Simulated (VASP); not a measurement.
Write the native input for VASP 6.6.1 that does the following.

```yaml
Task: relaxation of cell and atoms
Functional: PBE
Potentials_or_basis: VASP PAW PBE potentials, release 64 (B, Pd)
Cutoff: 600 eV
k_mesh: 6 × 6 × 4
Occupations: gaussian, width 0.1 eV
Spin: no spin polarisation
Dipole_correction: no
Further_INCAR_settings: ALGO = Normal; EDIFF = 1e-06; IBRION = 2; EDIFFG = -0.04; NSW = 90; ISIF = 3
```

The structure of BPd4 lies in POSCAR:

```
BPd4
1.0
    3.9370124800      0.0000000000      0.0000000000
   -1.9685062400      3.4095528200      0.0000000000
    0.0000000000      0.0000000000      5.0121224200
B Pd
1 4
Direct
    0.6666666700      0.3333333300      0.8955861600
    0.5066695600      0.4933304400      0.5859656400
    0.5066695600      0.0133391300      0.5859656400
    0.9866608700      0.4933304400      0.5859656400
    0.0000000000      0.0000000000      0.1588107500
```

The cell was built from a structure type or drawn by symmetry, and may not be a known phase.

These files were run (other wordings do the same):

INCAR

```
SYSTEM = BPd4
PREC     = Accurate       ! precision mode
ENCUT    = 600            ! plane-wave cutoff, eV
EDIFF    = 1E-6           ! SCF threshold, eV
ISMEAR   = 0              ! smearing method
SIGMA    = 0.1            ! smearing width, eV
LREAL    = .FALSE.        ! projectors in reciprocal space
LASPH    = .TRUE.         ! aspherical terms in the spheres
NELM     = 60             ! most SCF steps
ALGO     = Normal         ! electronic algorithm
ISIF     = 3              ! what is computed and relaxed
LWAVE    = .FALSE.        ! write WAVECAR
LCHARG   = .FALSE.        ! write CHGCAR
GGA      = PE             ! functional
IBRION   = 2              ! ionic algorithm
NSW      = 90             ! ionic steps
EDIFFG   = -0.04          ! ionic threshold
```

KPOINTS

```
Automatic mesh
0
G
  6 6 4
  0 0 0
```

Potentials or basis: VASP PAW PBE potentials, release 64 (B, Pd).

Run with:

```console
$ cat potpaw_PBE.64/B/POTCAR potpaw_PBE.64/Pd/POTCAR > POTCAR
$ mpirun -np 1 vasp_std > vasp.out
```

It gave:

```json
{
  "Relaxed volume": "14.22 Å³/atom",
  "Relaxed cell": "a = 5.440 Å, b = 5.440 Å, c = 2.774 Å, α = 90.00°, β = 90.00°, γ = 120.00°",
  "Space group after relaxing (to 0.1 Å)": "P-6m2 (No. 187)",
  "Pressure after relaxing": "-0.1 GPa",
  "Largest force after relaxing": "0.036 eV/Å",
  "Band gap on the k mesh": "zero (an odd number of electrons rules out a gap without spin polarisation)"
}
```

Caveat: a cell axis changed by over 15 % at a fixed basis, so the end point is rough.

It took 35 min on 1 thread of Intel(R) Xeon(R) 6975P-C (Granite Rapids), with other jobs on the host, peak memory 0.23 GiB.
